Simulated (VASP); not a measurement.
# N2 in VASP: single point with PBE+D3(BJ)

Aim: the single point of N2 with PBE+D3(BJ).

All numbers are computed with VASP 6.6.1; they aren't measurements. Logs are shortened: lines on timing, memory, paths and dates and some standing lists are left out, and cuts for length are marked.

## 1. The cell of the first run

The cell holds a molecule in a box, 2 atoms: a = 8.060 Å, b = 8.060 Å, c = 22.113 Å, α = 90.00°, β = 90.00°, γ = 120.00°.

## 2. Single point, PBE+D3(BJ)

Input file INCAR:

```
PREC = Accurate
ENCUT = 520
EDIFF = 1E-7
ISMEAR = 0
SIGMA = 0.1
LREAL = False
LASPH = True
NELM = 60
ALGO = Normal
ISIF = 2
LWAVE = False
LCHARG = False
LDIPOL = True
IDIPOL = 3
DIPOL = 0.5 0.5 0.694
GGA = PE
IVDW = 12
NBANDS = 12
```

Input file KPOINTS:

```
Automatic mesh
0
Gamma
  3 3 1
```

Input file POSCAR:

```
N
1.0
    8.0601468051      0.0000000000      0.0000000000
   -4.0300734025      6.9802918914      0.0000000000
    0.0000000000      0.0000000000     22.1131764426
N
2
Direct
    0.1177175712      0.3585460423      0.6903773557
    0.2013733212      0.2861692966      0.6981189800
```

Potentials or basis: VASP PAW PBE potentials, release 64 (N).

On the command line:

```console
$ cat potpaw_PBE.64/N/POTCAR > POTCAR
$ mpirun -np 1 vasp_std > vasp.out
```

OUTCAR:

```text
PREC = Accurate
   ENCUT = 520
   EDIFF = 1E-7
   ISMEAR = 0
   LREAL = False
   LASPH = True
   NELM = 60
   ISIF = 2
   GGA = PE
   IVDW = 12
 IVDW          = 12

 ion  position               nearest neighbor table
   1  0.118  0.359  0.690-   2 1.10
   2  0.201  0.286  0.698-   1 1.10

  LATTYP: Found a hexagonal cell.
 ALAT       =     8.0601468051
 C/A-ratio  =     2.7435203077

  Lattice vectors:

 A1 = (   8.0601468051,   0.0000000000,   0.0000000000)
 A2 = (  -4.0300734025,   6.9802918914,   0.0000000000)
 A3 = (   0.0000000000,   0.0000000000,  22.1131764426)

Analysis of symmetry for initial positions (statically):
=====================================================================
 Subroutine PRICEL returns:
 Original cell was already a primitive cell.

 Routine SETGRP: Setting up the symmetry group for a
 hexagonal supercell.

 Subroutine GETGRP returns: Found  2 space group operations
 (whereof  1 operations were pure point group operations)
 out of a pool of 24 trial point group operations.

The static configuration has the point symmetry C_1 .
 The point group associated with its full space group is S_2 .

Analysis of symmetry for dynamics (positions and initial velocities):
=====================================================================
 Subroutine PRICEL returns:
 Original cell was already a primitive cell.

 Routine SETGRP: Setting up the symmetry group for a
 hexagonal supercell.

 Subroutine GETGRP returns: Found  2 space group operations
 (whereof  1 operations were pure point group operations)
 out of a pool of 24 trial point group operations.

The dynamic configuration has the point symmetry C_1 .
 The point group associated with its full space group is S_2 .

 Subroutine INISYM returns: Found  2 space group operations
 (whereof  1 operations are pure point group operations),
 and found     1 'primitive' translations

----------------------------------------------------------------------------------------

                                     Primitive cell

  volume of cell :    1244.1355

  direct lattice vectors                    reciprocal lattice vectors
     8.060146805  0.000000000  0.000000000     0.124067219  0.071630242  0.000000000
    -4.030073403  6.980291891  0.000000000     0.000000000  0.143260485  0.000000000
     0.000000000  0.000000000 22.113176443     0.000000000  0.000000000  0.045221907

  length of vectors
     8.060146805  8.060146805 22.113176443     0.143260485  0.143260485  0.045221907

  position of ions in fractional coordinates (direct lattice)
     0.117717571  0.358546042  0.690377356
     0.201373321  0.286169297  0.698118980

  ion indices of the primitive-cell ions
   primitive index   ion index
                 1           1
                 2           2

----------------------------------------------------------------------------------------

 KPOINTS: Automatic mesh

Automatic generation of k-mesh.
 Grid dimensions read from file:
 generate k-points for:    3    3    1

 Generating k-lattice:

  Cartesian coordinates                     Fractional coordinates (reciprocal lattice)
     0.041355740  0.023876747  0.000000000     0.333333333  0.000000000  0.000000000
     0.000000000  0.047753495  0.000000000     0.000000000  0.333333333  0.000000000
     0.000000000  0.000000000  0.045221907     0.000000000  0.000000000  1.000000000

  Length of vectors
     0.047753495  0.047753495  0.045221907

  Shift w.r.t. Gamma in fractional coordinates (k-lattice)
     0.000000000  0.000000000  0.000000000

 Subroutine IBZKPT returns following result:
 ===========================================

 Found      5 irreducible k-points:

 Following reciprocal coordinates:
            Coordinates               Weight
  0.000000  0.000000  0.000000      1.000000
  0.333333 -0.000000  0.000000      2.000000
  0.000000  0.333333  0.000000      2.000000
 -0.333333  0.333333  0.000000      2.000000
  0.333333  0.333333  0.000000      2.000000
   k-points           NKPTS =      5   k-points in BZ     NKDIM =      5   number of bands    NBANDS=     12
   number of dos      NEDOS =    301   number of ions     NIONS =      2
   total plane-waves  NPLWV = 604800
   dimension x,y,z NGX =    60 NGY =   60 NGZ =  168
   dimension x,y,z NGXF=   120 NGYF=  120 NGZF=  336
   ions per type =               2
   NGX,Y,Z   is equivalent  to a cutoff of  12.38, 12.38, 12.63 a.u.
   NGXF,Y,Z  is equivalent  to a cutoff of  24.75, 24.75, 25.26 a.u.
 SYSTEM =  unknown system
   PREC   = accura    normal or accurate (medium, high low for compatibility)
   ISTART =      0    job   : 0-new  1-cont  2-samecut
   ICHARG =      2    charge: 1-file 2-atom 10-const
   ISPIN  =      1    spin polarized calculation?
   LNONCOLLINEAR =      F non collinear calculations
   LSORBIT =      F    spin-orbit coupling
   LASPH  =      T    aspherical Exc in radial PAW
   ENCUT  =  520.0 eV  38.22 Ry    6.18 a.u.  14.99 14.99 41.12*2*pi/ulx,y,z
   NELM   =     60;   NELMIN=  2; NELMDL= -5     # of ELM steps
   EDIFF  = 0.1E-06   stopping-criterion for ELM
   LREAL  =      F    real-space projection
   EDIFFG = 0.1E-05   stopping-criterion for IOM
   NSW    =      0    number of steps for IOM
   IBRION =     -1    ionic relax: 0-MD 1-quasi-New 2-CG
   NFREE  =      0    steps in history (QN), initial steepest desc. (CG)
   ISIF   =      2    stress and relaxation
   ISYM   =      2    0-nonsym 1-usesym 2-fastsym
   POTIM  = 0.5000    time-step for ionic-motion
   TEBEG  =    0.0;   TEEND  =   0.0 temperature during run
   PSTRESS=    0.0 pullay stress
   NELECT =      10.0000    total number of electrons
   NUPDOWN=      -1.0000    fix difference up-down
   EMIN   =  10.00;   EMAX   =-10.00  energy-range for DOS
   EFERMI =   0.00;   METHOD = LEGACY
   ISMEAR =     0;   SIGMA  =   0.10  broadening in eV -4-tet -1-fermi 0-gaus
   EFERMI_NEDOS =   21; number of points for ismear=-14 and -15
   IALGO  =     38    algorithm
   IMIX   =      4    mixing-type and parameters
     AMIX     =   0.40;   BMIX     =  1.00
     AMIX_MAG =   1.60;   BMIX_MAG =  1.00
  volume/ion in A,a.u.               =     622.07      4197.92
  Fermi-wavevector in a.u.,A,eV,Ry     =   0.327933  0.619704  1.463175  0.107540
  Thomas-Fermi vector in A             =   1.221087
   LORBIT       =      0    0 simple, 1 ext, 2 COOP (PROOUT), +10 PAW based schemes
   GGA     = PE    functional components
   LHFCALC =     F    Hartree Fock is set to
   AEXX    =    0.0000 exact exchange contribution
   IVDW    =    12    specifies the selected vdW correction
   LEPSILON=     F    determine dielectric tensor
   LRPA    =     F    only Hartree local field effects (RPA)
 non-spin polarized calculation
 Gauss-broadening in eV      SIGMA  =   0.10
  energy-cutoff  :      520.00
  volume of cell :     1244.14
 maximum number of plane-waves:     33519
   NGX = 29   NGY = 29   NGZ = 83

 dipolmoment           0.000000      0.000000     -0.000000 electrons x Angstroem

 number of electron      10.0000002 magnetization

 dipolmoment           0.000000      0.000000      0.000000 electrons x Angstroem

 Free energy of the ion-electron system (eV)
  ---------------------------------------------------
  ext. energy  EPLUGINS =         0.00000000
  ---------------------------------------------------
  free energy    TOTEN  =       -16.64452674 eV

  energy without entropy =      -16.64452674  energy(sigma->0) =      -16.64452674

 E-fermi :  -9.6237     XC(G=0):  -0.4770

 val. band max:      -10.0808909456   @ k =   0.3333   0.3333   0.0000
 cond. band min:      -1.9037827298   @ k =   0.3333  -0.0000   0.0000
 fundamental gap:      8.1771082158
 Fermi energy:        -9.6237267232

 k-point     1 :       0.0000    0.0000    0.0000
  band No.  band energies     occupation
      1     -28.2156      2.00000
      2     -13.3575      2.00000
      3     -11.4932      2.00000
      4     -11.4927      2.00000
      5     -10.0818      2.00000
      6      -1.9033      0.00000
      7      -1.8954      0.00000
      8      -0.2855      0.00000
      9       0.2274      0.00000
     10       0.2620      0.00000
     11       1.0430      0.00000
     12       1.1835      0.00000

 k-point     2 :       0.3333   -0.0000    0.0000
  band No.  band energies     occupation
      1     -28.2157      2.00000
      2     -13.3577      2.00000
      3     -11.4932      2.00000
      4     -11.4929      2.00000
      5     -10.0813      2.00000
      6      -1.9038      0.00000
      7      -1.8967      0.00000
      8       0.0362      0.00000
      9       0.5634      0.00000
     10       0.6007      0.00000
     11       0.9996      0.00000
     12       1.3577      0.00000

 k-point     3 :       0.0000    0.3333    0.0000
  band No.  band energies     occupation
      1     -28.2157      2.00000
      2     -13.3577      2.00000
      3     -11.4932      2.00000
      4     -11.4929      2.00000
      5     -10.0813      2.00000
      6      -1.9022      0.00000
      7      -1.8961      0.00000
      8       0.0373      0.00000
      9       0.5627      0.00000
     10       0.6007      0.00000
     11       1.0006      0.00000
     12       1.3573      0.00000

 k-point     4 :      -0.3333    0.3333    0.0000
  band No.  band energies     occupation
      1     -28.2156      2.00000
      2     -13.3579      2.00000
      3     -11.4932      2.00000
      4     -11.4928      2.00000
      5     -10.0810      2.00000
      6      -1.9008      0.00000
      7      -1.8914      0.00000
      8       0.0182      0.00000
      9       0.5707      0.00000
     10       0.5993      0.00000
     11       0.9468      0.00000
     12       1.3628      0.00000

 k-point     5 :       0.3333    0.3333    0.0000
  band No.  band energies     occupation
      1     -28.2157      2.00000
      2     -13.3578      2.00000
      3     -11.4932      2.00000
      4     -11.4929      2.00000
      5     -10.0809      2.00000
      6      -1.9003      0.00000
      7      -1.8960      0.00000
      8       0.6248      0.00000
      9       0.6857      0.00000
     10       0.6926      0.00000
     11       1.0986      0.00000
     12       1.2762      0.00000

------------------------ aborting loop because EDIFF is reached ----------------------------------------

 vacuum level on the upper side and lower side of the slab       (xc-potential included)        -0.005        -0.005

 Edisp (eV)   -0.01251

 E8    (eV) :    -0.0035

  FORCE on cell =-STRESS in cart. coord.  units (eV):
  Direction    XX          YY          ZZ          XY          YZ          ZX
  --------------------------------------------------------------------------------------
  -------------------------------------------------------------------------------------
  Total       1.20881     0.28807    -0.01669    -0.66254    -0.11749     0.22466
  in kB       1.55668     0.37098    -0.02149    -0.85320    -0.15131     0.28932
  external pressure =        0.64 kB  Pullay stress =        0.00 kB

 VOLUME and BASIS-vectors are now :
 -----------------------------------------------------------------------------
  energy-cutoff  :      520.00
  volume of cell :     1244.14
      direct lattice vectors                 reciprocal lattice vectors
     8.060146805  0.000000000  0.000000000     0.124067219  0.071630242  0.000000000
    -4.030073403  6.980291891  0.000000000     0.000000000  0.143260485  0.000000000
     0.000000000  0.000000000 22.113176443     0.000000000  0.000000000  0.045221907

 POSITION                                       TOTAL-FORCE (eV/Angst)
 -----------------------------------------------------------------------------------
     -0.49615      2.50276     15.26644        -1.335444      0.698500     -0.236921
      0.46982      1.99755     15.43763         1.335444     -0.698500      0.236921
 -----------------------------------------------------------------------------------
    total drift:                               -0.000001      0.000016      0.000001

  FREE ENERGIE OF THE ION-ELECTRON SYSTEM (eV)
  ---------------------------------------------------
  free  energy   TOTEN  =       -16.6570328712 eV

  energy  without entropy=      -16.6570328712  energy(sigma->0) =      -16.65703287

 vacuum level on the upper side and lower side of the slab         0.112         0.112
```

Run time: 2.6 min. Hardware: 1 thread of Intel Xeon Platinum 8375C at 2.90GHz (Ice Lake), shared host; peak memory 0.97 GiB.

What came out:

| Property | Result |
| --- | --- |
| Free energy | -16.6570 eV |
| Largest force | 1.526 eV/Å |
| Gap between the frontier levels | 8.18 eV, indirect (the least direct gap lies 0.4 meV higher) |
| Dispersion energy per atom | -0.006 eV |

Forces in eV/Å, atoms in the order of the input:
```
N   -1.335  0.699 -0.237
N    1.335 -0.699  0.237
```

Levels at points of the mesh, in eV from the valence-band top:
```
           k point  band 1  band 2  band 3  band 4  band 5  band 6  band 7  band 8  band 9  band 10
(0.00, 0.00, 0.00)  -18.13   -3.28   -1.41   -1.41    0.00    8.18    8.19    9.80   10.31    10.34
```

Caveat: the standard files for N, O and F lose accuracy on very short bonds.
